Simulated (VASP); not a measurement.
A run of VASP 6.6.1 is set up as follows.

Contents of INCAR:

```
SYSTEM = Na2Zr
ALGO     = Normal         ! electronic algorithm
EDIFF    = 1E-6           ! SCF threshold, eV
EDIFFG   = -0.04          ! ionic threshold
ENCUT    = 600            ! plane-wave cutoff, eV
GGA      = PE             ! functional
IBRION   = 2              ! ionic algorithm
ISIF     = 3              ! what is computed and relaxed
ISMEAR   = 0              ! smearing method
LASPH    = .True.         ! aspherical terms in the spheres
LCHARG   = .False.        ! write CHGCAR
LREAL    = .False.        ! projectors in reciprocal space
LWAVE    = .False.        ! write WAVECAR
NELM     = 60             ! most SCF steps
NSW      = 90             ! ionic steps
PREC     = Accurate       ! precision mode
SIGMA    = 0.1            ! smearing width, eV
```

The input KPOINTS:

```
k-points
0
Gamma
  4 4 4
  0 0 0
```

POSCAR

```
Na2Zr
1.0
    0.0000000000      3.8747957140      3.8747957140
    3.8747957140      0.0000000000      3.8747957140
    3.8747957140      3.8747957140      0.0000000000
Na Zr
4 2
Direct
    0.6250000000      0.6250000000      0.6250000000
    0.1250000000      0.6250000000      0.6250000000
    0.6250000000      0.6250000000      0.1250000000
    0.6250000000      0.1250000000      0.6250000000
    0.0000000000      0.0000000000      0.0000000000
    0.2500000000      0.2500000000      0.2500000000
```

Potentials or basis: VASP PAW PBE potentials, release 64 (Na_pv, Zr_sv).

The run is started by

```sh
$ cat potpaw_PBE.64/Na_pv/POTCAR potpaw_PBE.64/Zr_sv/POTCAR > POTCAR
$ mpirun -np 1 vasp_std > vasp.out
```

Q: Estimate the relaxed volume.

A: 26.01 Å³/atom.

Q: Predict the relaxed cell.

A: a = 6.043 Å, b = 6.043 Å, c = 6.043 Å, α = 60.00°, β = 60.00°, γ = 60.00°.

Q: What does it give for the space group after relaxing (to 0.1 Å)?

A: Fd-3m (No. 227).

Q: Predict the band gap on the k mesh.

A: Zero (bands 26 and 27 overlap by 0.13 eV).

Final structure:
```
CELL_PARAMETERS angstrom
0.00000 4.27310 4.27310
4.27310 0.00000 4.27310
4.27310 4.27310 0.00000
ATOMIC_POSITIONS crystal
Na 0.62500 0.62500 0.62500
Na 0.12500 0.62500 0.62500
Na 0.62500 0.62500 0.12500
Na 0.62500 0.12500 0.62500
Zr 0.00000 0.00000 0.00000
Zr 0.25000 0.25000 0.25000
```

Caveat: the volume moved by over 15 % at a fixed basis, so the end points are rough.
